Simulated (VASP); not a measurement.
Here is a VASP 6.6.1 calculation.

File INCAR:

```
PREC     = Accurate       # precision mode
ENCUT    = 520            # plane-wave cutoff, eV
EDIFF    = 1E-8           # SCF threshold, eV
ISMEAR   = -1             # smearing method
SIGMA    = 0.15           # smearing width, eV
LREAL    = F              # projectors in reciprocal space
LASPH    = T              # aspherical terms in the spheres
NELM     = 100            # most SCF steps
ALGO     = Normal         # electronic algorithm
ISIF     = 2              # what is computed and relaxed
LWAVE    = F              # write WAVECAR
LCHARG   = F              # write CHGCAR
GGA      = PE             # functional
NBANDS   = 40             # bands
IBRION   = 8              # ionic algorithm
NSW      = 1              # ionic steps
```

The input KPOINTS:

```
Automatic mesh
0
Gamma
  8 8 8
```

The input POSCAR:

```
Mo3N4
1.0
    4.1949260622      0.0000000000      0.0000000000
    0.0000000000      4.1949260622      0.0000000000
    0.0000000000      0.0000000000      4.1949260622
Mo N
3 4
Direct
    0.5000000000      0.5000000000      0.0000000000
    0.0000000000      0.5000000000      0.5000000000
    0.5000000000      0.0000000000      0.5000000000
    0.5000000000      0.5000000000      0.5000000000
    0.5000000000      0.0000000000      0.0000000000
    0.0000000000      0.5000000000      0.0000000000
    0.0000000000      0.0000000000      0.5000000000
```

Potentials or basis: VASP PAW PBE potentials, release 64 (Mo_sv, N).

The run is started by

```bash
$ cat potpaw_PBE.64/Mo_sv/POTCAR potpaw_PBE.64/N/POTCAR > POTCAR
$ mpirun -np 1 vasp_std > vasp.out
```

Problem. Estimate the highest phonon frequency at Γ.

Solution. 468 cm⁻¹.

Problem. What does it give for the most unstable mode?

Solution. 291i cm⁻¹.

Phonon frequencies in cm⁻¹ (negative: imaginary):
| q point | frequencies |
| --- | --- |
| (0.000, 0.000, 0.000) | -291 -291 -291 -84 -84 -84 0 0 0 272 272 272 384 384 384 418 418 418 468 468 468 |

Caveat: the cell stands under pressure or tension, which shifts response properties; some modes are imaginary.
